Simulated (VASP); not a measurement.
Here is a VASP 6.6.1 calculation.

INCAR

```
SYSTEM = SnMo
  ALGO = Normal
  EDIFF = 1E-6
  ENCUT = 520
  GGA = PE
  ISIF = 2
  ISMEAR = 0
  LASPH = .True.
  LCHARG = .True.
  LELF = .True.
  LREAL = .False.
  LVHAR = .True.
  LWAVE = .False.
  NBANDS = 21
  NELM = 80
  PREC = Accurate
  SIGMA = 0.1
```

KPOINTS

```
k-points
0
Gamma
  6 6 6
  0 0 0
```

The input POSCAR:

```
SnMo
1.0
    0.0000000000      3.0815650252      3.0815650252
    3.0815650252      0.0000000000      3.0815650252
    3.0815650252      3.0815650252      0.0000000000
Sn Mo
1 1
Direct
    0.0000000000      0.0000000000      0.0000000000
    0.7500000000      0.7500000000      0.7500000000
```

Potentials or basis: VASP PAW PBE potentials, release 64 (Sn_d, Mo_sv).

Run with:

```sh
$ cat potpaw_PBE.64/Sn_d/POTCAR potpaw_PBE.64/Mo_sv/POTCAR > POTCAR
$ mpirun -np 1 vasp_std > vasp.out
```

**Question.** What does it give for the band gap on the k mesh?

**Answer.** Zero (band 14 reaches 5.52 eV, above the bottom of band 15 at 5.30 eV).

**Question.** Estimate the pressure.

**Answer.** 0.1 GPa.

Caveat: spin-orbit coupling is left out, which moves the levels of the heavy elements.
